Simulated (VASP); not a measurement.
Here is a VASP 6.6.1 calculation.

Contents of POSCAR:

```
ZnCu
1.0
    2.9205539200      0.0000000000      0.0000000000
    0.0000000000      2.9205539200      0.0000000000
    0.0000000000      0.0000000000      2.9205539200
Zn Cu
1 1
Direct
    0.5000000000      0.5000000000      0.5000000000
    0.0000000000      0.0000000000      0.0000000000
```

The input INCAR.step1:

```
SYSTEM = ZnCu
ALGO = Normal ; EDIFF = 1E-4
ENCUT = 520 ; GGA = PE
ISMEAR = -1 ; LASPH = .TRUE.
LCHARG = .FALSE. ; LREAL = .FALSE.
LWAVE = .TRUE. ; NBANDS = 18
NELM = 100 ; PREC = Accurate
SIGMA = 0.05
```

INCAR.step2

```
SYSTEM = ZnCu
ALGO = Normal ; EDIFF = 1E-8
ENCUT = 520 ; ISIF = 2
ISMEAR = -1 ; ISTART = 1
LASPH = .TRUE. ; LCHARG = .FALSE.
LEFG = .TRUE. ; LMIXTAU = .TRUE.
LREAL = .FALSE. ; LWAVE = .FALSE.
METAGGA = R2SCAN ; NBANDS = 18
NELM = 100 ; PREC = Accurate
SIGMA = 0.05
```

Contents of KPOINTS:

```
k-points
0
G
  12 12 12
  0 0 0
```

Potentials or basis: VASP PAW PBE potentials, release 64 (Zn, Cu).

The run is started by

```bash
$ cat potpaw_PBE.64/Zn/POTCAR potpaw_PBE.64/Cu/POTCAR > POTCAR
$ cp INCAR.step1 INCAR
$ mpirun -np 1 vasp_std > vasp.out
$ cp INCAR.step2 INCAR
$ mpirun -np 1 vasp_std > vasp.out
```

Problem. Estimate the band gap on the k mesh.

Solution. Zero (an odd number of electrons rules out a gap without spin polarisation).

Problem. Estimate the pressure.

Solution. 0.6 GPa.

Caveat: the PAW data sets were made with another functional, which shifts forces and pressure a little.
